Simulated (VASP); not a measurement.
Set up this calculation in VASP 6.6.1, as the native input.

```yaml
Task: single point
Functional: PBE
Dispersion: D4
Potentials_or_basis: VASP PAW PBE potentials, release 64 (Ga_d, N)
Cutoff: 520 eV
k_mesh: 12 × 12 × 4
Occupations: gaussian, width 0.01 eV
Spin: no spin polarisation
Dipole_correction: no
Further_INCAR_settings: ALGO = Normal; EDIFF = 1e-06; NBANDS = 26
```

The structure of GaN lies in POSCAR:

```
GaN
1.0
    3.1850920849      0.0000000000      0.0000000000
   -1.5925460425      2.7583706589      0.0000000000
    0.0000000000      0.0000000000      5.1896267172
Ga N
2 2
Direct
    0.3333333333      0.6666666667     -0.0008047708
    0.6666666667      0.3333333333      0.4991952292
    0.3333333333      0.6666666667      0.3758047708
    0.6666666667      0.3333333333      0.8758047708
```

These files were run (other wordings do the same):

INCAR

```
ALGO     = Normal         # electronic algorithm
EDIFF    = 1E-6           # SCF threshold, eV
ENCUT    = 520            # plane-wave cutoff, eV
GGA      = PE             # functional
ISIF     = 2              # what is computed and relaxed
ISMEAR   = 0              # smearing method
IVDW     = 13             # dispersion correction
LASPH    = T              # aspherical terms in the spheres
LCHARG   = F              # write CHGCAR
LREAL    = F              # projectors in reciprocal space
LWAVE    = F              # write WAVECAR
NBANDS   = 26             # bands
NELM     = 80             # most SCF steps
PREC     = Accurate       # precision mode
SIGMA    = 0.01           # smearing width, eV
```

KPOINTS

```
k-points
0
Gamma
  12 12 4
```

Potentials or basis: VASP PAW PBE potentials, release 64 (Ga_d, N).

The run is started by

```bash
$ cat potpaw_PBE.64/Ga_d/POTCAR potpaw_PBE.64/N/POTCAR > POTCAR
$ mpirun -np 1 vasp_std > vasp.out
```

Results of the run:

| Item | Value |
| --- | --- |
| Pressure | 0.1 GPa |
| Band gap on the k mesh | 1.92 eV |
| Dispersion energy per atom | -0.402 eV |

It took 110 s on 1 thread of AMD EPYC 7R13 (shared host), peak memory 0.16 GiB.
